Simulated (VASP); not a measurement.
# Cd31O32 (a cell with a defect) in VASP: single point with PBEsol

Aim: the single point of Cd31O32 (a cell with a defect) with PBEsol.

All numbers are computed with VASP 6.6.1; they aren't measurements. Logs are shortened: lines on timing, memory, paths and dates and some standing lists are left out, and cuts for length are marked.

### 1 The cell of the first run

The cell holds a defect, 63 atoms: a = 9.381 Å, b = 9.381 Å, c = 9.381 Å, α = 90.00°, β = 90.00°, γ = 90.00°.

### 2 Single point, PBEsol

Contents of INCAR:

```
  PREC = Accurate
  ENCUT = 520
  EDIFF = 1E-6
  ISMEAR = -1
  SIGMA = 0.05
  LREAL = Auto
  LASPH = T
  NELM = 120
  ALGO = Normal
  ISIF = 2
  LWAVE = F
  LCHARG = F
  GGA = PS
  NBANDS = 319
  NELECT = 566.0
  ISYM = -1
  GGA_COMPAT = F
```

Contents of KPOINTS:

```
explicit points
1
Reciprocal
  0.25000000   0.25000000   0.25000000 1
```

Contents of POSCAR:

```
Cd31O32
1.0
    9.3811470000      0.0000000000      0.0000000000
    0.0000000000      9.3811470000      0.0000000000
    0.0000000000      0.0000000000      9.3811470000
O Cd
32 31
Direct
    0.2478710000      0.0002750000      0.0002280000
    0.2456500000      0.0003090000      0.5002060000
    0.2456330000      0.5002480000      0.0002080000
    0.2339980000      0.5003210000      0.5002880000
    0.7518410000      0.0001320000      0.0000930000
    0.7540890000      0.0000730000      0.5001080000
    0.7540730000      0.5001480000      0.0000760000
    0.7657160000      0.5000690000      0.4999900000
    0.9999340000      0.2482170000      0.0002350000
    0.9999630000      0.2459790000      0.5001960000
    0.9997750000      0.7521820000      0.0000680000
    0.9997850000      0.7544160000      0.5001080000
    0.4999100000      0.2459800000      0.0002270000
    0.5000170000      0.2343370000      0.5003050000
    0.4998070000      0.7544180000      0.0000880000
    0.4997280000      0.7660600000      0.5000080000
    0.9999370000      0.0002640000      0.2481670000
    0.9997990000      0.0001340000      0.7521380000
    0.9999890000      0.5002590000      0.2459280000
    0.9997040000      0.5001390000      0.7543600000
    0.4999090000      0.0003340000      0.2459440000
    0.4998080000      0.0000670000      0.7543810000
    0.4999460000      0.5003110000      0.2343030000
    0.4997440000      0.5000960000      0.7660240000
    0.2497450000      0.2500900000      0.2500370000
    0.2495890000      0.2499320000      0.7505650000
    0.2495790000      0.7506150000      0.2498710000
    0.2494400000      0.7504650000      0.7504340000
    0.7502820000      0.2499320000      0.2498830000
    0.7501360000      0.2497670000      0.7504230000
    0.7501300000      0.7504730000      0.2497400000
    0.7499710000      0.7503290000      0.7502700000
    0.9998560000      0.0002010000      0.0001550000
    0.9998690000      0.0001990000      0.5001480000
    0.9998510000      0.5002020000      0.0001490000
    0.9998570000      0.5001990000      0.5001480000
    0.4998530000      0.0002030000      0.0001610000
    0.4998600000      0.0002010000      0.5001630000
    0.4998510000      0.5001990000      0.0001640000
    0.2511030000      0.2514440000      0.0002500000
    0.2551680000      0.2554980000      0.5002570000
    0.2510280000      0.7490250000      0.0001530000
    0.2550010000      0.7450510000      0.5001530000
    0.7486770000      0.2513830000      0.0001560000
    0.7447390000      0.2553300000      0.5001490000
    0.7486060000      0.7489580000      0.0000600000
    0.7445640000      0.7449030000      0.5000500000
    0.2511070000      0.0002970000      0.2514040000
    0.2510370000      0.0002020000      0.7489740000
    0.2551450000      0.5003060000      0.2554510000
    0.2549890000      0.5001980000      0.7450160000
    0.7486780000      0.0002070000      0.2513370000
    0.7486170000      0.0001070000      0.7489180000
    0.7447090000      0.5002010000      0.2552840000
    0.7445540000      0.5000960000      0.7448440000
    0.9999580000      0.2514490000      0.2513950000
    0.9998610000      0.2513740000      0.7489770000
    0.9998550000      0.7490250000      0.2513280000
    0.9997580000      0.7489530000      0.7489040000
    0.4999640000      0.2555040000      0.2554660000
    0.4998610000      0.2553450000      0.7450240000
    0.4998500000      0.7450610000      0.2552900000
    0.4997540000      0.7449060000      0.7448570000
```

Potentials or basis: VASP PAW PBE potentials, release 64 (O, Cd).

Command:

```
> cat potpaw_PBE.64/O/POTCAR potpaw_PBE.64/Cd/POTCAR > POTCAR
> mpirun -np 1 vasp_std > vasp.out
```

OUTCAR:

```text
PREC = Accurate
   ENCUT = 520
   EDIFF = 1E-6
   ISMEAR = -1
   LREAL = Auto
   LASPH = T
   NELM = 120
   ISIF = 2
   GGA = PS
   NELECT = 566.0
   ISYM = -1

 ion  position               nearest neighbor table
   1  0.248  0.000  0.000-  33 2.33  40 2.36  48 2.36  42 2.36  49 2.36  37 2.36
   2  0.246  0.000  0.500-  34 2.31  49 2.33  48 2.33  38 2.38  41 2.40  43 2.40
   3  0.246  0.500  0.000-  35 2.31  42 2.33  40 2.33  39 2.38  51 2.40  50 2.40
   4  0.234  0.500  0.500-  36 2.20  51 2.30  43 2.30  41 2.31  50 2.31
   5  0.752  0.000  0.000-  33 2.33  46 2.36  53 2.36  52 2.36  44 2.36  37 2.36
   6  0.754  0.000  0.500-  34 2.31  52 2.33  53 2.33  38 2.38  47 2.40  45 2.40
   7  0.754  0.500  0.000-  35 2.31  44 2.33  46 2.33  39 2.38  54 2.40  55 2.40
   8  0.766  0.500  0.500-  36 2.20  54 2.30  45 2.30  47 2.31  55 2.31
   9  1.000  0.248  0.000-  33 2.33  56 2.36  40 2.36  44 2.36  57 2.36  35 2.36
  10  1.000  0.246  0.500-  34 2.31  57 2.33  56 2.33  36 2.38  41 2.40  45 2.40
  11  1.000  0.752  0.000-  33 2.33  59 2.36  46 2.36  42 2.36  58 2.36  35 2.36
  12  1.000  0.754  0.500-  34 2.31  58 2.33  59 2.33  36 2.38  43 2.40  47 2.40
  13  0.500  0.246  0.000-  37 2.31  44 2.33  40 2.33  39 2.38  61 2.40  60 2.40
  14  0.500  0.234  0.500-  38 2.20  61 2.30  45 2.30  60 2.31  41 2.31
  15  0.500  0.754  0.000-  37 2.31  42 2.33  46 2.33  39 2.38  62 2.40  63 2.40
  16  0.500  0.766  0.500-  38 2.20  62 2.30  43 2.30  47 2.31  63 2.31
  17  1.000  0.000  0.248-  33 2.33  48 2.36  56 2.36  58 2.36  52 2.36  34 2.36
[... 63 lines left out ...]
  57  1.000  0.251  0.749-  20 2.33  10 2.33  30 2.34  26 2.34  18 2.36   9 2.36  36 3.30  35 3.32
                            34 3.32  49 3.33  33 3.33  44 3.33  53 3.33  40 3.33  45 3.34  51 3.34
  58  1.000  0.749  0.251-  19 2.33  12 2.33  27 2.34  31 2.34  17 2.36  11 2.36  36 3.30  34 3.32
                            35 3.32  42 3.33  33 3.33  52 3.33  46 3.33  48 3.33  54 3.34  43 3.34
  59  1.000  0.749  0.749-  12 2.33  20 2.33  28 2.34  32 2.34  11 2.36  18 2.36  36 3.30  35 3.32
                            34 3.32  53 3.33  46 3.33  33 3.33  42 3.33  49 3.33  51 3.34  43 3.34
  60  0.500  0.256  0.255-  23 2.31  14 2.31  25 2.35  29 2.35  21 2.40  13 2.40  54 3.25  45 3.25
                            41 3.25  50 3.25  39 3.32  38 3.32  52 3.34  44 3.34  48 3.34  40 3.34
  61  0.500  0.255  0.745-  14 2.30  24 2.30  26 2.35  30 2.35  13 2.40  22 2.40  55 3.25  41 3.25
                            51 3.25  45 3.25  39 3.32  38 3.32  44 3.34  49 3.34  40 3.34  53 3.34
  62  0.500  0.745  0.255-  16 2.30  23 2.30  27 2.35  31 2.35  15 2.40  21 2.40  50 3.25  47 3.25
                            43 3.25  54 3.25  39 3.32  38 3.32  42 3.34  52 3.34  48 3.34  46 3.34
  63  0.500  0.745  0.745-  24 2.31  16 2.31  32 2.35  28 2.35  22 2.40  15 2.40  43 3.25  51 3.25
                            55 3.25  47 3.25  38 3.32  39 3.32  49 3.34  42 3.34  46 3.34  53 3.34

IMPORTANT INFORMATION: All symmetrisations will be switched off!
NOSYMM: (Re-)initialisation of all symmetry stuff for point group C_1.

----------------------------------------------------------------------------------------

                                     Primitive cell

  volume of cell :     825.5965

[... 188 lines left out ...]
     AMIX_MAG =   1.60;   BMIX_MAG =  1.00
  volume/ion in A,a.u.               =      13.10        88.43
  Fermi-wavevector in a.u.,A,eV,Ry     =   1.443525  2.727867 28.351344  2.083765
  Thomas-Fermi vector in A             =   2.561923
   LORBIT       =      0    0 simple, 1 ext, 2 COOP (PROOUT), +10 PAW based schemes
   GGA     = PS    functional components
   LHFCALC =     F    Hartree Fock is set to
   AEXX    =    0.0000 exact exchange contribution
   IVDW    =     0    specifies the selected vdW correction
   LEPSILON=     F    determine dielectric tensor
   LRPA    =     F    only Hartree local field effects (RPA)
 non-spin polarized calculation
  energy-cutoff  :      520.00
  volume of cell :      825.60
 maximum number of plane-waves:     22259
 NGX is ok and might be reduce to    70
   NGX = 35   NGY = 35   NGZ = 35

 number of electron     565.9999758 magnetization

 Free energy of the ion-electron system (eV)
  ---------------------------------------------------
  ext. energy  EPLUGINS =         0.00000000
  ---------------------------------------------------
  free energy    TOTEN  =      -263.67821420 eV

  energy without entropy =     -263.67801125  energy(sigma->0) =     -263.67811273

 E-fermi :   2.2859     XC(G=0): -11.8574

 val. band max:        1.7853760091   @ k =   0.2500   0.2500   0.2500
 cond. band min:       2.7491995453   @ k =   0.2500   0.2500   0.2500
 fundamental gap:      0.9638235362
 Fermi energy:         2.2859100957

 k-point     1 :       0.2500    0.2500    0.2500
  band No.  band energies     occupation
      1     -15.4752      2.00000
      2     -15.2486      2.00000
      3     -15.2486      2.00000
      4     -15.2377      2.00000
      5     -15.0678      2.00000
      6     -15.0678      2.00000
[... 287 lines left out ...]
    294       6.1850      0.00000
    295       6.1851      0.00000
 [bands above 295 left out]

------------------------ aborting loop because EDIFF is reached ----------------------------------------

  FORCE on cell =-STRESS in cart. coord.  units (eV):
  Direction    XX          YY          ZZ          XY          YZ          ZX
  --------------------------------------------------------------------------------------
  -------------------------------------------------------------------------------------
  Total       22.2226590     22.2246035     22.2284946     -1.0322243     -1.0452175     -1.0340960
  in kB       43.1259605     43.1297341     43.1372852     -2.0031655     -2.0283805     -2.0067978
  external PRESSURE =      43.1309933 kB  Pullay stress =       0.0000000 kB

 VOLUME and BASIS-vectors are now :
 -----------------------------------------------------------------------------
  energy-cutoff  :      520.00
  volume of cell :      825.60
      direct lattice vectors                 reciprocal lattice vectors
     9.381147000  0.000000000  0.000000000     0.106596773  0.000000000  0.000000000
     0.000000000  9.381147000  0.000000000     0.000000000  0.106596773  0.000000000
     0.000000000  0.000000000  9.381147000     0.000000000  0.000000000  0.106596773

 POSITION                                       TOTAL-FORCE (eV/Angst)
 -----------------------------------------------------------------------------------
      2.32531      0.00258      0.00214         0.001955     -0.000754     -0.000562
      2.30448      0.00290      4.69251         0.010345     -0.001265     -0.001114
      2.30432      4.69290      0.00195         0.009791     -0.001070     -0.000424
      2.19517      4.69358      4.69328         0.072390      0.000107      0.000214
      7.05313      0.00124      0.00087        -0.002889      0.000483     -0.000335
      7.07422      0.00068      4.69159        -0.010575      0.000848      0.000242
[... 55 lines left out ...]
      4.68917      6.98953      2.39491         0.000309      0.005025     -0.004925
      4.68827      6.98807      6.98761        -0.000278      0.004519      0.004701
 -----------------------------------------------------------------------------------
    total drift:                               -0.001451      0.007687      0.005575

  FREE ENERGIE OF THE ION-ELECTRON SYSTEM (eV)
  ---------------------------------------------------
  free  energy   TOTEN  =      -263.6782141999 eV

  energy  without entropy=     -263.6780112550  energy(sigma->0) =     -263.67811273
```

Run time: 10 min. Hardware: 1 thread of AMD EPYC 7R43 (Zen 3), shared host; peak memory 0.73 GiB.

What came out:

```yaml
Free_energy: -263.6782 eV
Largest_force: 0.073 eV/Å
```

Forces in eV/Å, atoms in the order of the input:
```
O    0.002 -0.001 -0.001
O    0.010 -0.001 -0.001
O    0.010 -0.001  0.000
O    0.072  0.000  0.000
O   -0.003  0.000  0.000
O   -0.011  0.001  0.000
O   -0.011  0.001  0.000
O   -0.071  0.000  0.002
O    0.000  0.004  0.000
O    0.000  0.010  0.000
O    0.001 -0.001  0.000
O    0.000 -0.009 -0.001
O    0.000  0.011  0.000
O   -0.001  0.073  0.001
O    0.001 -0.010 -0.001
O    0.000 -0.071  0.001
O    0.000  0.000  0.003
O    0.000  0.000 -0.001
O   -0.001 -0.001  0.010
O    0.002  0.000 -0.009
O   -0.001 -0.001  0.009
O    0.000  0.001 -0.010
O    0.000  0.002  0.072
O    0.000  0.000 -0.071
O    0.000 -0.006 -0.005
O   -0.003 -0.004  0.003
O   -0.003  0.004 -0.004
O   -0.004  0.003  0.003
O    0.001 -0.003 -0.003
O    0.004 -0.003  0.003
O    0.003  0.004 -0.004
O    0.005  0.003  0.004
Cd  -0.001  0.001  0.001
Cd  -0.001  0.001  0.001
Cd  -0.001  0.001  0.001
Cd  -0.001  0.001  0.001
Cd  -0.001  0.001  0.001
Cd   0.000  0.001  0.001
Cd  -0.001  0.001  0.001
Cd  -0.001 -0.001  0.000
Cd  -0.004 -0.005  0.000
Cd  -0.001  0.001 -0.001
Cd  -0.005  0.005  0.000
Cd   0.001 -0.002 -0.001
Cd   0.005 -0.005  0.000
Cd   0.002  0.001  0.000
Cd   0.005  0.004  0.000
Cd  -0.001  0.000 -0.001
Cd  -0.001 -0.001  0.002
Cd  -0.005  0.000 -0.005
Cd  -0.005  0.000  0.005
Cd   0.001 -0.001 -0.001
Cd   0.001 -0.001  0.000
Cd   0.005  0.000 -0.005
Cd   0.004  0.000  0.004
Cd   0.001 -0.001 -0.001
Cd   0.000 -0.002  0.001
Cd   0.000  0.001 -0.002
Cd   0.000  0.001  0.001
Cd   0.000 -0.006 -0.006
Cd   0.000 -0.005  0.005
Cd   0.000  0.005 -0.005
Cd   0.000  0.005  0.005
```

Levels at points of the mesh, in eV from the Fermi level:
```tsv
k point	band 280	band 281	band 282	band 283	band 284	band 285	band 286	band 287
(0.25, 0.25, 0.25)	-0.70	-0.64	-0.50	-0.50	0.46	2.27	2.27	2.34
```

Caveat: the cell carries a net charge on a neutralising background, which shifts energy and pressure; the cell is charged against a uniform background, so pressure and absolute levels hang on convention; the PAW data sets were made with another functional, which shifts forces and pressure a little.
